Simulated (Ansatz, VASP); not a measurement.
AlN: VASP beside Ansatz

INCAR

```
ALGO     = Normal         # electronic algorithm
EDIFF    = 1E-6           # SCF threshold, eV
ENCUT    = 520            # plane-wave cutoff, eV
GGA      = PE             # functional
ISIF     = 2              # what is computed and relaxed
ISMEAR   = 0              # smearing method
LASPH    = T              # aspherical terms in the spheres
LCHARG   = F              # write CHGCAR
LREAL    = F              # projectors in reciprocal space
LWAVE    = F              # write WAVECAR
NBANDS   = 26             # bands
NELM     = 80             # most SCF steps
PREC     = Accurate       # precision mode
SIGMA    = 0.05           # smearing width, eV
```

Contents of KPOINTS:

```
k-points
0
Gamma
  8 6 4
```

Contents of POSCAR:

```
AlN
1.0
   -1.6567491617      2.8695737234      0.0000000000
    0.0000000000      0.0000000000      4.1874629526
    4.9702474850      2.8695737234      0.0000000000
Al N
4 4
Direct
    0.5468503034      0.7500000000      0.2076342848
    0.0000000000      0.7500000000      0.6666666667
    0.0000000000      0.2500000000      0.3333333333
    0.5000000000      0.2500000000      0.8333333333
    0.5000000000      0.2500000000      0.1666666667
    0.0000000000      0.2500000000      0.6666666667
    0.0000000000      0.7500000000      0.3333333333
    0.5000000000      0.7500000000      0.8333333333
```

Input for Ansatz:

```yaml
crystal:
  lattice:
    - [-1.6567491617, 2.8695737234, 0.0]
    - [0.0, 0.0, 4.1874629526]
    - [4.970247485, 2.8695737234, 0.0]
  atoms:
    - { symbol: Al, position: [0.5468503034, 0.75, 0.2076342848] }
    - { symbol: Al, position: [0.0, 0.75, 0.6666666667] }
    - { symbol: Al, position: [0.0, 0.25, 0.3333333333] }
    - { symbol: Al, position: [0.5, 0.25, 0.8333333333] }
    - { symbol: "N", position: [0.5, 0.25, 0.1666666667] }
    - { symbol: "N", position: [0.0, 0.25, 0.6666666667] }
    - { symbol: "N", position: [0.0, 0.75, 0.3333333333] }
    - { symbol: "N", position: [0.5, 0.75, 0.8333333333] }
basis:
  ecutwfc: 420
kpoints:
  mp_grid: { grid: [8, 6, 4] }
hamiltonian:
  xc: pbe
  pseudopotentials: { kind: paw, azcp: { folder: soft_1 } }
scf:
  occupations: { method: gaussian, width: 0.05 }
output:
  forces: true
  stress: true
  eigenvalues: true
```

Alike in both runs: task single point; functional PBE; k mesh 8 × 6 × 4; occupations gaussian, width 0.05 eV; no spin polarisation.

```csv
,VASP,Ansatz
version,VASP 6.6.1,Ansatz 0.2.0
potentials or method,"VASP PAW PBE potentials, release 64 (Al, N), cutoff 520 eV","scalar-relativistic, plane waves, PAW"
valence electrons in the cell,32,32
```

|  | VASP | Ansatz | Ansatz less VASP |
| --- | --- | --- | --- |
| gap on the k mesh at the Fermi level (eV) | 3.00 | 2.99 | -0.008 |
| least direct gap on the mesh (eV) | 3.00 | 2.99 | -0.008 |
| pressure (GPa) | 3.4 | 3.6 | +0.16 |
| traceless stress, the component that is largest in VASP (GPa) | 9.84 | 9.86 | +0.023 |
| rms of the force components (eV/Å) | 1.758 | 1.754 | -0.0038 |

Atom by atom the forces differ by 0.005 eV/Å (rms over components).
